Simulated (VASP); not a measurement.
Runs of VASP 6.6.1 on AlB2P3. The structure is that of space group P6_3mc (No. 186), or close to it. The cells are those of the table. 

```csv
task,cell,k mesh,cutoff (eV),smearing,gap on the mesh (eV),pressure (GPa),largest force (eV/Å)
single point,"a = 3.397, b = 3.397, c = 17.448 Å, angles 90.0, 90.0, 120.0°, 12 atoms",12 × 12 × 2,520,gaussian 0.01 eV,0.17,-0.2,0.01
relaxation of cell and atoms,"relaxed from a = 3.484, b = 3.484, c = 17.342 Å, angles 90.0, 90.0, 120.0°, 12 atoms",6 × 6 × 1,600,gaussian 0.1 eV,(b),0.0,0.02
single point,"a = 3.402, b = 3.402, c = 17.445 Å, angles 90.0, 90.0, 120.0°, 12 atoms",6 × 6 × 1,520,gaussian 0.1 eV,0.19,-0.4,(a)
single point,"a = 3.484, b = 3.484, c = 17.342 Å, angles 90.0, 90.0, 120.0°, 12 atoms",6 × 6 × 1,520,gaussian 0.1 eV,1.06,0.7,4.34
```

Alike in all rows: level PBE; potentials or basis VASP PAW PBE potentials, release 64 (Al, B, P); no spin polarisation.

Question: Estimate the missing entries.

Answer: (a) 0.04; (b) 0.18.

Caveats: forces of over 1 eV/Å act on the atoms, so gaps and moduli don't describe the material at rest (some runs).

A k mesh can miss the band edges.
